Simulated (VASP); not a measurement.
# Co (C2/m) in VASP: single point with PBE

Aim: the single point of Co with PBE.

Everything below comes from runs of VASP 6.6.1. Logs are shortened: lines on timing, memory, paths and dates and some standing lists are left out, and cuts for length are marked.

## (1) The cell of the first run

The typed cell holds 4 atoms: a = 2.454 Å, b = 2.454 Å, c = 8.051 Å, α = 98.75°, β = 98.75°, γ = 59.98°.

## (2) Single point, PBE

INCAR

```
SYSTEM = Co
PREC = Accurate
ENCUT = 520
EDIFF = 1E-7
ISMEAR = 0
SIGMA = 0.1
LREAL = .FALSE.
LASPH = .TRUE.
NELM = 100
ALGO = Normal
ISIF = 2
LWAVE = .FALSE.
LCHARG = .FALSE.
GGA = PE
NBANDS = 26
```

KPOINTS

```
Automatic mesh
0
G
  6 6 4
  0 0 0
```

POSCAR

```
Co
1.0
    2.1248718602     -1.2265718824     -0.0358487079
    2.1248718602      1.2265718824     -0.0358487079
   -1.2796610702      0.0000000000      7.9481841085
Co
4
Direct
   -0.1247532557     -0.1247532557      0.1247563973
    1.1247532557      1.1247532557      0.8752436027
    0.7082089347      0.7082089347      0.6255225273
    0.2917910653      0.2917910653      0.3744774727
```

Potentials or basis: VASP PAW PBE potentials, release 64 (Co).

Launch:

```
$ cat potpaw_PBE.64/Co/POTCAR > POTCAR
$ mpirun -np 1 vasp_std > vasp.out
```

OUTCAR:

```text
SYSTEM = Co
   PREC = Accurate
   ENCUT = 520
   EDIFF = 1E-7
   ISMEAR = 0
   LREAL = .FALSE.
   LASPH = .TRUE.
   NELM = 100
   ISIF = 2
   GGA = PE

 ion  position               nearest neighbor table
   1  0.875  0.875  0.125-   2 2.43   2 2.43   2 2.43   4 2.43   4 2.43   4 2.43
   2  0.125  0.125  0.875-   1 2.43   1 2.43   1 2.43   3 2.43   3 2.43   3 2.43
   3  0.708  0.708  0.626-   2 2.43   2 2.43   2 2.43   4 2.44   4 2.44   4 2.44
   4  0.292  0.292  0.374-   1 2.43   1 2.43   1 2.43   3 2.44   3 2.44   3 2.44

  LATTYP: Found a base centered monoclinic cell.
 ALAT       =     4.2503484808
 B/A-ratio  =     0.5771629728
 C/A-ratio  =     1.8940889430
 COS(beta)  =    -0.1755849979

  Lattice vectors:

 A1 = (   2.1248718602,  -1.2265718824,  -0.0358487079)
 A2 = (   2.1248718602,   1.2265718824,  -0.0358487079)
 A3 = (  -1.2796610702,   0.0000000000,   7.9481841085)

Analysis of symmetry for initial positions (statically):
=====================================================================
 Subroutine PRICEL returns:
 Original cell was already a primitive cell.

 Routine SETGRP: Setting up the symmetry group for a
 base centered monoclinic supercell.

 Subroutine GETGRP returns: Found  4 space group operations
 (whereof  4 operations were pure point group operations)
 out of a pool of  4 trial point group operations.

The static configuration has the point symmetry C_2h.

Analysis of symmetry for dynamics (positions and initial velocities):
=====================================================================
 Subroutine PRICEL returns:
 Original cell was already a primitive cell.

 Routine SETGRP: Setting up the symmetry group for a
 base centered monoclinic supercell.

 Subroutine GETGRP returns: Found  4 space group operations
 (whereof  4 operations were pure point group operations)
 out of a pool of  4 trial point group operations.

The dynamic configuration has the point symmetry C_2h.

 Subroutine INISYM returns: Found  4 space group operations
 (whereof  4 operations are pure point group operations),
 and found     1 'primitive' translations

----------------------------------------------------------------------------------------

                                     Primitive cell

  volume of cell :      41.3183

  direct lattice vectors                    reciprocal lattice vectors
     2.124871860 -1.226571882 -0.035848708     0.235949201 -0.407640194  0.037987923
     2.124871860  1.226571882 -0.035848708     0.235949201  0.407640194  0.037987923
    -1.279661070  0.000000000  7.948184108     0.002128404  0.000000000  0.126157575

  length of vectors
     2.453740845  2.453740845  8.050538061     0.472531095  0.472531095  0.126175528

  position of ions in fractional coordinates (direct lattice)
     0.875246744  0.875246744  0.124756397
     0.124753256  0.124753256  0.875243603
     0.708208935  0.708208935  0.625522527
     0.291791065  0.291791065  0.374477473

  ion indices of the primitive-cell ions
   primitive index   ion index
                 1           1
                 2           2
                 3           3
                 4           4

----------------------------------------------------------------------------------------

 KPOINTS: Automatic mesh

Automatic generation of k-mesh.
 Grid dimensions read from file:
 generate k-points for:    6    6    4

 Generating k-lattice:

  Cartesian coordinates                     Fractional coordinates (reciprocal lattice)
     0.039324867 -0.067940032  0.006331321     0.166666667  0.000000000 -0.000000000
     0.039324867  0.067940032  0.006331321     0.000000000  0.166666667 -0.000000000
     0.000532101  0.000000000  0.031539394     0.000000000  0.000000000  0.250000000

  Length of vectors
     0.078755182  0.078755182  0.031543882

  Shift w.r.t. Gamma in fractional coordinates (k-lattice)
     0.000000000  0.000000000  0.000000000

 Subroutine IBZKPT returns following result:
 ===========================================

 Found     47 irreducible k-points:

 Following reciprocal coordinates:
            Coordinates               Weight
  0.000000  0.000000  0.000000      1.000000
  0.166667 -0.000000  0.000000      4.000000
  0.333333  0.000000 -0.000000      4.000000
  0.500000 -0.000000 -0.000000      2.000000
  0.166667  0.166667  0.000000      2.000000
  0.333333  0.166667  0.000000      4.000000
[... 16 lines left out ...]
 -0.333333  0.166667  0.250000      4.000000
 -0.166667  0.166667  0.250000      4.000000
 [... further k-points ...]
   k-points           NKPTS =     47   k-points in BZ     NKDIM =     47   number of bands    NBANDS=     26
   number of dos      NEDOS =    301   number of ions     NIONS =      4
   total plane-waves  NPLWV =  19440
   dimension x,y,z NGX =    18 NGY =   18 NGZ =   60
   dimension x,y,z NGXF=    36 NGYF=   36 NGZF=  120
   ions per type =               4
   NGX,Y,Z   is equivalent  to a cutoff of  12.20, 12.20, 12.39 a.u.
   NGXF,Y,Z  is equivalent  to a cutoff of  24.39, 24.39, 24.78 a.u.
 SYSTEM =  Co
   PREC   = accura    normal or accurate (medium, high low for compatibility)
   ISTART =      0    job   : 0-new  1-cont  2-samecut
   ICHARG =      2    charge: 1-file 2-atom 10-const
   ISPIN  =      1    spin polarized calculation?
   LNONCOLLINEAR =      F non collinear calculations
   LSORBIT =      F    spin-orbit coupling
   LASPH  =      T    aspherical Exc in radial PAW
   ENCUT  =  520.0 eV  38.22 Ry    6.18 a.u.   4.56  4.56 14.97*2*pi/ulx,y,z
   NELM   =    100;   NELMIN=  2; NELMDL= -5     # of ELM steps
   EDIFF  = 0.1E-06   stopping-criterion for ELM
   LREAL  =      F    real-space projection
   EDIFFG = 0.1E-05   stopping-criterion for IOM
   NSW    =      0    number of steps for IOM
   IBRION =     -1    ionic relax: 0-MD 1-quasi-New 2-CG
   NFREE  =      0    steps in history (QN), initial steepest desc. (CG)
   ISIF   =      2    stress and relaxation
   ISYM   =      2    0-nonsym 1-usesym 2-fastsym
   POTIM  = 0.5000    time-step for ionic-motion
   TEBEG  =    0.0;   TEEND  =   0.0 temperature during run
   PSTRESS=    0.0 pullay stress
   NELECT =      36.0000    total number of electrons
   NUPDOWN=      -1.0000    fix difference up-down
   EMIN   =  10.00;   EMAX   =-10.00  energy-range for DOS
   EFERMI =   0.00;   METHOD = LEGACY
   ISMEAR =     0;   SIGMA  =   0.10  broadening in eV -4-tet -1-fermi 0-gaus
   EFERMI_NEDOS =   21; number of points for ismear=-14 and -15
   IALGO  =     38    algorithm
   IMIX   =      4    mixing-type and parameters
     AMIX     =   0.40;   BMIX     =  1.00
     AMIX_MAG =   1.60;   BMIX_MAG =  1.00
  volume/ion in A,a.u.               =      10.33        69.71
  Fermi-wavevector in a.u.,A,eV,Ry     =   1.563609  2.954793 33.264523  2.444873
  Thomas-Fermi vector in A             =   2.666355
   LORBIT       =      0    0 simple, 1 ext, 2 COOP (PROOUT), +10 PAW based schemes
   GGA     = PE    functional components
   LHFCALC =     F    Hartree Fock is set to
   AEXX    =    0.0000 exact exchange contribution
   IVDW    =     0    specifies the selected vdW correction
   LEPSILON=     F    determine dielectric tensor
   LRPA    =     F    only Hartree local field effects (RPA)
 non-spin polarized calculation
 Gauss-broadening in eV      SIGMA  =   0.10
  energy-cutoff  :      520.00
  volume of cell :       41.32
 maximum number of plane-waves:      1133
   NGX =  9   NGY =  9   NGZ = 29

 number of electron      36.0000009 magnetization

 Free energy of the ion-electron system (eV)
  ---------------------------------------------------
  ext. energy  EPLUGINS =         0.00000000
  ---------------------------------------------------
  free energy    TOTEN  =       -27.27178053 eV

  energy without entropy =      -27.22104184  energy(sigma->0) =      -27.24641118

 E-fermi :  10.8322     XC(G=0): -13.7136

 val. band max:       10.8292267563   @ k =   0.3333   0.3333   0.5000
 cond. band min:      10.8351714466   @ k =   0.0000   0.0000   0.0000
 fundamental gap:      0.0059446903
 Fermi energy:        10.8322209372

 k-point     1 :       0.0000    0.0000    0.0000
  band No.  band energies     occupation
      1       1.7603      2.00000
      2       4.1141      2.00000
      3       4.1205      2.00000
      4       6.0149      2.00000
      5       8.5058      2.00000
      6       8.5190      2.00000
[... 18 lines left out ...]
     25      18.2046      0.00000
     26      26.7500      0.00000

 k-point     2 :       0.1667   -0.0000    0.0000
  band No.  band energies     occupation
      1       2.7529      2.00000
      2       4.7296      2.00000
      3       5.1132      2.00000
      4       6.6070      2.00000
      5       8.0036      2.00000
      6       8.1812      2.00000
[... 18 lines left out ...]
     25      18.4035      0.00000
     26      26.7190      0.00000

 k-point     3 :       0.3333    0.0000   -0.0000
  band No.  band energies     occupation
      1       5.1552      2.00000
      2       5.9463      2.00000
      3       6.1665      2.00000
      4       7.0564      2.00000
      5       7.3232      2.00000
      6       7.4134      2.00000
[... 18 lines left out ...]
     25      18.9158      0.00000
     26      21.5705      0.00000

 k-point     4 :       0.5000   -0.0000   -0.0000
  band No.  band energies     occupation
      1       6.0683      2.00000
      2       6.0824      2.00000
      3       6.6509      2.00000
      4       6.6662      2.00000
      5       7.0417      2.00000
      6       7.1551      2.00000
[... 18 lines left out ...]
     25      18.3266      0.00000
     26      19.6547      0.00000
[... 496 lines left out ...]
      1       6.4235      2.00000
      2       6.5983      2.00000
      3       6.7424      2.00000
      4       7.0407      2.00000
      5       7.2498      2.00000
      6       7.5381      2.00000
[... 18 lines left out ...]
     25      18.8612      0.00000
     26      20.4033      0.00000

 k-point    23 :      -0.3333    0.1667    0.2500
  band No.  band energies     occupation
      1       6.4241      2.00000
      2       6.5897      2.00000
      3       6.7801      2.00000
      4       6.9881      2.00000
      5       7.1918      2.00000
      6       7.7225      2.00000
[... 18 lines left out ...]
     25      19.0547      0.00000
     26      20.4071      0.00000

 k-point    24 :      -0.1667    0.1667    0.2500
  band No.  band energies     occupation
      1       4.6093      2.00000
      2       5.4465      2.00000
      3       6.6448      2.00000
      4       7.2982      2.00000
      5       7.4997      2.00000
      6       7.7097      2.00000
[... 18 lines left out ...]
     25      20.3728      0.00000
     26      24.5230      0.00000

 [... further k-points ...]

------------------------ aborting loop because EDIFF is reached ----------------------------------------

  FORCE on cell =-STRESS in cart. coord.  units (eV):
  Direction    XX          YY          ZZ          XY          YZ          ZX
  --------------------------------------------------------------------------------------
  -------------------------------------------------------------------------------------
  Total       -0.1480384     -0.1519751     -0.2187160      0.0000000      0.0000000     -0.0033217
  in kB       -5.7404040     -5.8930550     -8.4810339      0.0000000      0.0000000     -0.1288056
  external PRESSURE =      -6.7048310 kB  Pullay stress =       0.0000000 kB

 VOLUME and BASIS-vectors are now :
 -----------------------------------------------------------------------------
  energy-cutoff  :      520.00
  volume of cell :       41.32
      direct lattice vectors                 reciprocal lattice vectors
     2.124871860 -1.226571882 -0.035848708     0.235949201 -0.407640194  0.037987923
     2.124871860  1.226571882 -0.035848708     0.235949201  0.407640194  0.037987923
    -1.279661070  0.000000000  7.948184108     0.002128404  0.000000000  0.126157575

 POSITION                                       TOTAL-FORCE (eV/Angst)
 -----------------------------------------------------------------------------------
      3.55993      0.00000      0.92883        -0.000037      0.000000      0.005783
     -0.58985      0.00000      6.94765         0.000037      0.000000     -0.005783
      2.20925      0.00000      4.92099         0.001214      0.000000      0.005677
      0.76083      0.00000      2.95550        -0.001214      0.000000     -0.005677
 -----------------------------------------------------------------------------------
    total drift:                                0.000000      0.000000      0.000000

  FREE ENERGIE OF THE ION-ELECTRON SYSTEM (eV)
  ---------------------------------------------------
  free  energy   TOTEN  =       -27.2717805296 eV

  energy  without entropy=      -27.2210418352  energy(sigma->0) =      -27.24641118
```

Wall time 48 s (1 thread of Intel Xeon Platinum 8488C (Sapphire Rapids), shared host); peak memory 0.17 GiB.

What came out:

```yaml
Free_energy: -27.2718 eV
Pressure: -0.7 GPa
Largest_force: 0.006 eV/Å
Band_gap_on_the_k_mesh: zero (band 18 reaches 11.27 eV, above the bottom of band 19 at 10.20 eV)
```

Forces in eV/Å, atoms in the order of the input:
```
Co   0.000  0.000  0.006
Co   0.000  0.000 -0.006
Co   0.001  0.000  0.006
Co  -0.001  0.000 -0.006
```

Levels at points of the mesh, in eV from the Fermi level:
```tsv
k point	band 15	band 16	band 17	band 18	band 19	band 20	band 21	band 22	band 23	band 24
(0.00, 0.00, 0.00)	-1.66	-0.78	-0.77	-0.32	-0.32	-0.29	-0.29	0.00	0.27	0.27
(0.50, 0.00, 0.00)	0.06	0.21	0.37	0.40	0.48	0.52	1.02	1.80	3.11	3.79
(0.50, 0.50, 0.00)	-0.45	0.35	0.36	0.44	0.46	0.56	1.45	2.60	2.78	3.69
(0.00, 0.00, 0.50)	-1.52	-1.50	-0.87	-0.86	-0.53	-0.53	0.02	0.02	0.18	0.18
(0.50, 0.00, 0.50)	-0.45	0.35	0.36	0.44	0.46	0.56	1.45	2.61	2.77	3.70
(0.50, 0.50, 0.50)	0.05	0.22	0.37	0.40	0.48	0.52	1.01	1.81	3.10	3.78
```

Caveat: the k points lie up to 0.49 Å⁻¹ apart; the run has no spin polarisation, though such a crystal can be magnetic. Spin polarisation is off, so any magnetic state and its effect on volume and gap are missing.
